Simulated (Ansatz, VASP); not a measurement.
**One calculation of PbO, two programs**

The input INCAR:

```
  PREC = Accurate
  ENCUT = 520
  EDIFF = 1E-6
  ISMEAR = -1
  SIGMA = 0.02
  LREAL = F
  LASPH = T
  NELM = 60
  ALGO = Normal
  ISIF = 2
  LWAVE = F
  LCHARG = F
  GGA = PE
  NBANDS = 17
```

File KPOINTS:

```
regular mesh
0
Gamma
  8 8 8
```

POSCAR

```
PbO
1.0
    0.0041704280      2.6065174968      2.6065174968
    2.6065174968      0.0041704280      2.6065174968
    2.6106879248      2.6106879248      0.0000000000
Pb O
1 1
Direct
    0.0000000000      0.0000000000      0.0000000000
    0.5000000000      0.5000000000      0.5000000000
```

Input for Ansatz:

```yaml
crystal:
  lattice:
    - [0.004170428, 2.6065174968, 2.6065174968]
    - [2.6065174968, 0.004170428, 2.6065174968]
    - [2.6106879248, 2.6106879248, 0.0]
  atoms:
    - { symbol: Pb, position: [0.0, 0.0, 0.0] }
    - { symbol: O, position: [0.5, 0.5, 0.5] }
kpoints:
  mp_grid: { grid: [8, 8, 8] }
  band_path:
    path:
      - [0.0, 0.0, 0.0]
      - [0.5, 0.0, 0.5]
      - [0.625, 0.25, 0.625]
      - [0.375, 0.375, 0.75]
      - [0.5, 0.5, 0.5]
      - [0.5, 0.25, 0.75]
      - [0.5, 0.45, 0.55]
    npoints: 1
hamiltonian:
  xc: pbe
scf:
  occupations: { method: fermi_dirac, width: 0.02 }
  n_extra_bands: 4
output:
  forces: true
  stress: true
  eigenvalues: true
  write_density: true
  write_potential: true
  elf: true
  volumetric_format: npy
```

Change from the starting cell: shear_xy strain +0.3%.

Alike in both runs: task single point; functional PBE; k mesh 8 × 8 × 8; occupations fermi-dirac, width 0.02 eV; no spin polarisation.

|  | VASP | Ansatz |
| --- | --- | --- |
| version | VASP 6.6.1 | Ansatz 0.2.0 |
| potentials or method | VASP PAW PBE potentials, release 64 (Pb_d, O) | plane waves, PAW |
| plane-wave cutoff (eV) | 520 | 420 |
| valence electrons in the cell | 20 | 20 |

|  | VASP | Ansatz | Ansatz less VASP |
| --- | --- | --- | --- |
| pressure (GPa) | 2.6 | 2.7 | +0.09 |
| traceless stress, the component that is largest in VASP (GPa) | -0.10 | -0.10 | 0.000 |

With one functional, cell and mesh, what is left measures potentials, basis and numerics.

Neither program's run includes spin-orbit coupling.
